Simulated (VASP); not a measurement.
GaAs, 2 atoms in the cell. It takes space group F-43m (No. 216, cubic). The conventional cell has a = 5.654 Å, b = 5.654 Å, c = 5.654 Å, α = 90.00°, β = 90.00°, γ = 90.00°. Within 3.2 Å of As (site symmetry -43m) lie 4 Ga at 2.45 Å. Ga (site symmetry -43m) has 4 As at 2.45 Å within 3.2 Å. 

* Program: VASP 6.6.1
* Task: relaxation of cell and atoms
* Functional: BLYP
* Potentials or basis: VASP PAW PBE potentials, release 64 (As, Ga_d)
* Cutoff: 600 eV
* k mesh: 8 × 8 × 8
* Occupations: fermi-dirac, width 0.05 eV
* Spin: no spin polarisation
* Dipole correction: no
* Further INCAR settings: ALGO = Normal; EDIFF = 1e-06; IBRION = 2; EDIFFG = -0.005; NSW = 80; ISIF = 3

Potentials or basis: VASP PAW PBE potentials, release 64 (As, Ga_d).

Command:

```bash
$ cat potpaw_PBE.64/As/POTCAR potpaw_PBE.64/Ga_d/POTCAR > POTCAR
$ mpirun -np 1 vasp_std > vasp.out
```

Hardware: 1 thread of Intel(R) Xeon(R) Platinum 8488C (Sapphire Rapids), with other jobs on the host.

Problem. How long does it take, and how much memory?

Solution. Run time: 110 s on 1 thread of Intel(R) Xeon(R) Platinum 8488C (Sapphire Rapids), with other jobs on the host, peak memory 0.2 GiB. Counts: scf iterations 54, k points 29, ion steps 13.
